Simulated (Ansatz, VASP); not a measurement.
# In in VASP and in Ansatz

```
CELL_PARAMETERS angstrom
-1.51548 1.51548 1.51548
1.51548 -1.51548 1.51548
1.51548 1.51548 -1.51548
ATOMIC_POSITIONS crystal
In 0.00000 0.00000 0.00000
```

Change from the starting cell: volume scaled by 0.5, LAPW.

Alike in both runs: task single point; functional PBE; k mesh 16 × 16 × 16; occupations fermi-dirac, width 0.1 eV; no spin polarisation.

```csv
,VASP,Ansatz
version,VASP 6.6.1,Ansatz 0.2.0
potentials or method,"VASP PAW PBE potentials, release 64 (In_d), cutoff 520 eV","all-electron LAPW, scalar-relativistic"
```

```tsv
	VASP	Ansatz	Ansatz less VASP
pressure (GPa)	141.5	141.4	-0.10
```

Both programs put the cell under a high pressure, so it lies far from rest at this level. Ansatz ran all-electron here, and VASP with PAW potentials.

Noted on VASP's run: the cell as given lies far from equilibrium.
